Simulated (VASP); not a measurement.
# GaSb in VASP: single point with PBE

Aim: the single point of GaSb with PBE.

Program: VASP 6.6.1. These are calculated values, not measurements. Logs are shortened: lines on timing, memory, paths and dates and some standing lists are left out, and cuts for length are marked.

**1. The cell of the first run**

The cell holds a slab with vacuum, 12 atoms: a = 4.394 Å, b = 6.214 Å, c = 25.985 Å, α = 90.00°, β = 90.00°, γ = 90.00°.

**2. Single point, PBE**

INCAR reads:

```
PREC = Accurate
ENCUT = 520
EDIFF = 1E-6
ISMEAR = 0
SIGMA = 0.1
LREAL = False
LASPH = True
NELM = 60
ALGO = Normal
ISIF = 2
LWAVE = False
LCHARG = True
LDIPOL = True
IDIPOL = 3
DIPOL = 0.5 0.5 0.500
GGA = PE
LELF = True
LVHAR = True
LVACPOTAV = True
NBANDS = 66
```

KPOINTS reads:

```
regular mesh
0
Gamma
  8 6 1
```

POSCAR reads:

```
GaSb
1.0
    4.3938492945      0.0000000000      0.0000000000
    0.0000000000      6.2138412632      0.0000000000
    0.0000000000      0.0000000000     25.9846232361
Ga Sb
6 6
Direct
    0.5000000000      0.5000000000      0.2886322396
    0.0000000000      0.0000000000      0.3731793438
    0.5000000000      0.5000000000      0.4577264479
    0.0000000000      0.0000000000      0.5422735521
    0.5000000000      0.5000000000      0.6268206562
    0.0000000000      0.0000000000      0.7113677604
    0.0000000000      0.2500000000      0.2886322396
    0.5000000000      0.7500000000      0.3731793438
    0.0000000000      0.2500000000      0.4577264479
    0.5000000000      0.7500000000      0.5422735521
    0.0000000000      0.2500000000      0.6268206562
    0.5000000000      0.7500000000      0.7113677604
```

Potentials or basis: VASP PAW PBE potentials, release 64 (Ga_d, Sb).

The run is started by

```sh
$ cat potpaw_PBE.64/Ga_d/POTCAR potpaw_PBE.64/Sb/POTCAR > POTCAR
$ mpirun -np 1 vasp_std > vasp.out
```

OUTCAR:

```text
PREC = Accurate
   ENCUT = 520
   EDIFF = 1E-6
   ISMEAR = 0
   LREAL = False
   LASPH = True
   NELM = 60
   ISIF = 2
   GGA = PE

 ion  position               nearest neighbor table
   1  0.500  0.500  0.289-   7 2.69   7 2.69   8 2.69
   2  0.000  0.000  0.373-   9 2.69   8 2.69   8 2.69   7 2.69
   3  0.500  0.500  0.458-   8 2.69   9 2.69   9 2.69  10 2.69
   4  0.000  0.000  0.542-  11 2.69  10 2.69  10 2.69   9 2.69
   5  0.500  0.500  0.627-  10 2.69  11 2.69  11 2.69  12 2.69
   6  0.000  0.000  0.711-  12 2.69  12 2.69  11 2.69
   7  0.000  0.250  0.289-   1 2.69   1 2.69   2 2.69
   8  0.500  0.750  0.373-   3 2.69   2 2.69   2 2.69   1 2.69
   9  0.000  0.250  0.458-   2 2.69   3 2.69   3 2.69   4 2.69
  10  0.500  0.750  0.542-   5 2.69   4 2.69   4 2.69   3 2.69
  11  0.000  0.250  0.627-   4 2.69   5 2.69   5 2.69   6 2.69
  12  0.500  0.750  0.711-   6 2.69   6 2.69   5 2.69

  LATTYP: Found a simple orthorhombic cell.
 ALAT       =     4.3938492945
 B/A-ratio  =     1.4142135623
 C/A-ratio  =     5.9138631060

  Lattice vectors:

 A1 = (   4.3938492945,   0.0000000000,   0.0000000000)
 A2 = (   0.0000000000,   6.2138412632,   0.0000000000)
 A3 = (   0.0000000000,   0.0000000000,  25.9846232361)

Analysis of symmetry for initial positions (statically):
=====================================================================
 Subroutine PRICEL returns:
 Original cell was already a primitive cell.

 Routine SETGRP: Setting up the symmetry group for a
 simple orthorhombic supercell.

 Subroutine GETGRP returns: Found  4 space group operations
 (whereof  2 operations were pure point group operations)
 out of a pool of  8 trial point group operations.

The static configuration has the point symmetry C_1h.
 The point group associated with its full space group is C_2v.

Analysis of symmetry for dynamics (positions and initial velocities):
=====================================================================
 Subroutine PRICEL returns:
 Original cell was already a primitive cell.

 Routine SETGRP: Setting up the symmetry group for a
 simple orthorhombic supercell.

 Subroutine GETGRP returns: Found  4 space group operations
 (whereof  2 operations were pure point group operations)
 out of a pool of  8 trial point group operations.

The dynamic configuration has the point symmetry C_1h.
 The point group associated with its full space group is C_2v.

 Subroutine INISYM returns: Found  4 space group operations
 (whereof  2 operations are pure point group operations),
 and found     1 'primitive' translations

[... 127 lines left out ...]
   IMIX   =      4    mixing-type and parameters
     AMIX     =   0.40;   BMIX     =  1.00
     AMIX_MAG =   1.60;   BMIX_MAG =  1.00
  volume/ion in A,a.u.               =      59.12       398.97
  Fermi-wavevector in a.u.,A,eV,Ry     =   0.874129  1.651864 10.396231  0.764101
  Thomas-Fermi vector in A             =   1.993617
   LORBIT       =      0    0 simple, 1 ext, 2 COOP (PROOUT), +10 PAW based schemes
   GGA     = PE    functional components
   LHFCALC =     F    Hartree Fock is set to
   AEXX    =    0.0000 exact exchange contribution
   IVDW    =     0    specifies the selected vdW correction
   LEPSILON=     F    determine dielectric tensor
   LRPA    =     F    only Hartree local field effects (RPA)
 non-spin polarized calculation
 Gauss-broadening in eV      SIGMA  =   0.10
  energy-cutoff  :      520.00
  volume of cell :      709.45
 maximum number of plane-waves:     19156
 NGX is ok and might be reduce to    36
   NGX = 17   NGY = 23   NGZ = 97

 dipolmoment           0.000000      0.000000      0.000000 electrons x Angstroem

 number of electron     107.9999978 magnetization

 dipolmoment           0.000000      0.000000     -0.000000 electrons x Angstroem

 Free energy of the ion-electron system (eV)
  ---------------------------------------------------
  ext. energy  EPLUGINS =         0.00000000
  ---------------------------------------------------
  free energy    TOTEN  =       -41.48355012 eV

  energy without entropy =      -41.47906664  energy(sigma->0) =      -41.48130838

 E-fermi :   0.0087     XC(G=0):  -5.0855

 val. band max:       -0.0371571722   @ k =   0.0000   0.0000   0.0000
 cond. band min:       0.0706259950   @ k =   0.0000   0.5000   0.0000
 fundamental gap:      0.1077831671
 Fermi energy:         0.0086972875

 k-point     1 :       0.0000    0.0000    0.0000
  band No.  band energies     occupation
      1     -15.0856      2.00000
      2     -15.0856      2.00000
      3     -15.0696      2.00000
      4     -15.0695      2.00000
      5     -15.0357      2.00000
      6     -15.0357      2.00000
[... 1369 lines left out ...]
     65       3.8967      0.00000
     66       3.8967      0.00000

------------------------ aborting loop because EDIFF is reached ----------------------------------------

  FORCE on cell =-STRESS in cart. coord.  units (eV):
  Direction    XX          YY          ZZ          XY          YZ          ZX
  --------------------------------------------------------------------------------------
  -------------------------------------------------------------------------------------
  Total       -1.0101526     -0.7445968      1.3431171      0.0000000      0.0000000      0.0000000
  in kB       -2.2812656     -1.6815509      3.0332117      0.0000000      0.0000000      0.0000000
  external PRESSURE =      -0.3098683 kB  Pullay stress =       0.0000000 kB

 VOLUME and BASIS-vectors are now :
 -----------------------------------------------------------------------------
  energy-cutoff  :      520.00
  volume of cell :      709.45
      direct lattice vectors                 reciprocal lattice vectors
     4.393849294  0.000000000  0.000000000     0.227590874  0.000000000  0.000000000
     0.000000000  6.213841263  0.000000000     0.000000000  0.160931050  0.000000000
     0.000000000  0.000000000 25.984623236     0.000000000  0.000000000  0.038484299

 POSITION                                       TOTAL-FORCE (eV/Angst)
 -----------------------------------------------------------------------------------
      2.19692      3.10692      7.50000         0.000000     -0.627690      0.945238
      0.00000      0.00000      9.69692         0.000000      0.198134      0.183952
      2.19692      3.10692     11.89385         0.000000     -0.141619      0.119804
      0.00000      0.00000     14.09077         0.000000     -0.141619     -0.119804
      2.19692      3.10692     16.28770         0.000000      0.198134     -0.183952
      0.00000      0.00000     18.48462         0.000000     -0.627690     -0.945238
      0.00000      1.55346      7.50000         0.000000      0.022300     -0.976098
      2.19692      4.66038      9.69692         0.000000      0.457977     -0.401701
      0.00000      1.55346     11.89385         0.000000      0.090899      0.069639
      2.19692      4.66038     14.09077         0.000000      0.090899     -0.069639
      0.00000      1.55346     16.28770         0.000000      0.457977      0.401701
      2.19692      4.66038     18.48462         0.000000      0.022300      0.976098
 -----------------------------------------------------------------------------------
    total drift:                                0.000000     -0.000735      0.000000

  FREE ENERGIE OF THE ION-ELECTRON SYSTEM (eV)
  ---------------------------------------------------
  free  energy   TOTEN  =       -41.4835501213 eV

  energy  without entropy=      -41.4790666388  energy(sigma->0) =      -41.48130838

 vacuum level on the upper side and lower side of the slab         4.477         4.477
```

OSZICAR:

```text
N       E                     dE             d eps       ncg     rms          rms(c)
DAV:   1     0.811843810405E+03    0.81184E+03   -0.45246E+04  2864   0.161E+03
DAV:   2     0.720915033593E+02   -0.73975E+03   -0.71647E+03  3040   0.374E+02
DAV:   3    -0.343222919692E+02   -0.10641E+03   -0.10242E+03  3152   0.143E+02
[... 14 lines left out ...]
DAV:  18    -0.414835049081E+02   -0.40315E-04   -0.17092E-06  1994   0.363E-03    0.155E-03
DAV:  19    -0.414835395183E+02   -0.34610E-04   -0.23503E-06  1900   0.360E-03    0.538E-04
DAV:  20    -0.414835463943E+02   -0.68760E-05   -0.31268E-07  2072   0.165E-03    0.452E-04
DAV:  21    -0.414835495462E+02   -0.31519E-05   -0.13545E-07  1740   0.988E-04    0.140E-04
DAV:  22    -0.414835501213E+02   -0.57510E-06   -0.23107E-08  1678   0.744E-04
   1 F= -.41483550E+02 E0= -.41481308E+02  d E =-.448348E-02
```

stdout:

```text
POSCAR found type information on POSCAR GaSb
 POSCAR found :  2 types and      12 ions
 scaLAPACK will be used
 LDA part: xc-table for (Slater+PW92), standard interpolation
 POSCAR, INCAR and KPOINTS ok, starting setup
 FFT: planning ... GRIDC
 FFT: planning ... GRID_SOFT
 FFT: planning ... GRID
 WAVECAR not read
 entering main loop
 -----------------------------------------------------------------------------
|                                                                             |
|           W    W    AA    RRRRR   N    N  II  N    N   GGGG   !!!           |
|           W    W   A  A   R    R  NN   N  II  NN   N  G    G  !!!           |
|           W    W  A    A  R    R  N N  N  II  N N  N  G       !!!           |
|           W WW W  AAAAAA  RRRRR   N  N N  II  N  N N  G  GGG   !            |
|           WW  WW  A    A  R   R   N   NN  II  N   NN  G    G                |
|           W    W  A    A  R    R  N    N  II  N    N   GGGG   !!!           |
|                                                                             |
|     Did not find any points to average over, which means that no vacuum     |
|     field-free region was found. Please increase the size of  your cell     |
|     in the dimension of the dipole correction to obtain accurate            |
|     workfunction values.                                                    |
|                                                                             |
 -----------------------------------------------------------------------------
```

It took 17 min on 1 thread of Intel Xeon 6975P-C (Granite Rapids), shared host; peak memory 1.1 GiB.

What came out:

```yaml
Free_energy: -41.4836 eV
Largest_force: 1.135 eV/Å
Band_gap_on_the_k_mesh: 0.11 eV (least direct gap 0.33 eV)
```

Forces on the atoms (eV/Å):
```
Ga   0.000 -0.628  0.945
Ga   0.000  0.198  0.184
Ga   0.000 -0.142  0.120
Ga   0.000 -0.142 -0.120
Ga   0.000  0.198 -0.184
Ga   0.000 -0.628 -0.945
Sb   0.000  0.022 -0.976
Sb   0.000  0.458 -0.402
Sb   0.000  0.091  0.070
Sb   0.000  0.091 -0.070
Sb   0.000  0.458  0.402
Sb   0.000  0.022  0.976
```

Caveat: spin-orbit coupling is left out, which moves the levels of the heavy elements.
